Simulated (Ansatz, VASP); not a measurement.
MgCd2SO2: VASP beside Ansatz

```
CELL_PARAMETERS angstrom
-2.83388 2.83388 3.68772
2.83388 -2.83388 3.68772
2.83388 2.83388 -3.68772
ATOMIC_POSITIONS crystal
Mg 0.50000 0.50000 0.00000
Cd 0.75000 0.25000 0.50000
Cd 0.25000 0.75000 0.50000
S 0.00000 0.00000 0.00000
O 0.19610 0.19610 0.00000
O 0.80390 0.80390 0.00000
```

Alike in both runs: task single point; functional PBE; k mesh 4 × 4 × 4; occupations gaussian, width 0.1 eV; no spin polarisation.

```csv
,VASP,Ansatz
version,VASP 6.6.1,Ansatz 0.2.0
potentials or method,"VASP PAW PBE potentials, release 64 (Mg, Cd, S, O), cutoff 520 eV","scalar-relativistic, plane waves, PAW"
valence electrons in the cell,44,68
```

```tsv
	VASP	Ansatz	Ansatz less VASP
gap on the k mesh at the Fermi level (eV)	none	none	-
pressure (GPa)	10.8	11.2	+0.38
traceless stress, the component that is largest in VASP (GPa)	13.40	14.09	+0.688
rms of the force components (eV/Å)	2.738	2.791	+0.0532
```

Atom by atom the forces differ by 0.053 eV/Å (rms over components). A gap of «none» marks a metal or a gap that the smearing closes. VASP's potentials hold 44 valence electrons a cell and Ansatz's 68, so a difference there can come from the potentials and not from the codes.

The k mesh is coarse, so the values compare programs but aren't converged.
